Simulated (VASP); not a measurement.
Set up this calculation in VASP 6.6.1, as the native input.

| Property | Result |
| --- | --- |
| Task | single point |
| Functional | PBE |
| Potentials or basis | VASP PAW PBE potentials, release 64 (Si, Ge_d) |
| Cutoff | 520 eV |
| k mesh | 12 × 12 × 4 |
| Occupations | fermi-dirac, width 0.02 eV |
| Spin | no spin polarisation |
| Dipole correction | no |
| Further INCAR settings | ALGO = Normal; EDIFF = 1e-07; NBANDS = 26 |

The structure of Si5Ge lies in POSCAR:

```
Si5Ge
1.0
    3.8975686200      0.0000000000      0.0000000000
   -1.9487843100      3.3753934379      0.0000000000
    0.0000000000      0.0000000000      9.5457972915
Si Ge
5 1
Direct
    0.0000000000      0.0000000000     -0.0039630852
    0.6666666667      0.3333333333      0.6665216207
    0.3333333333      0.6666666667      0.3374199369
    0.6666666667      0.3333333333      0.9149341601
    0.3333333333      0.6666666667      0.5849970446
    0.0000000000      0.0000000000      0.2500903228
```

These files were run (other wordings do the same):

INCAR

```
ALGO     = Normal         # electronic algorithm
EDIFF    = 1E-7           # SCF threshold, eV
ENCUT    = 520            # plane-wave cutoff, eV
GGA      = PE             # functional
ISIF     = 2              # what is computed and relaxed
ISMEAR   = -1             # smearing method
LASPH    = T              # aspherical terms in the spheres
LCHARG   = T              # write CHGCAR
LELF     = T              # ELF
LREAL    = F              # projectors in reciprocal space
LVHAR    = T            
LWAVE    = F              # write WAVECAR
NBANDS   = 26             # bands
NELM     = 80             # most SCF steps
PREC     = Accurate       # precision mode
SIGMA    = 0.02           # smearing width, eV
```

KPOINTS

```
k-points
0
Gamma
  12 12 4
```

Potentials or basis: VASP PAW PBE potentials, release 64 (Si, Ge_d).

Run with:

```console
$ cat potpaw_PBE.64/Si/POTCAR potpaw_PBE.64/Ge_d/POTCAR > POTCAR
$ mpirun -np 1 vasp_std > vasp.out
```

It gave:

```json
{
  "Pressure": "-0.1 GPa",
  "Band gap on the k mesh": "0.60 eV (least direct gap 1.39 eV)"
}
```

It took 2.3 min on 1 thread of Intel(R) Xeon(R) 6975P-C (Granite Rapids), on a shared host, peak memory 0.35 GiB.
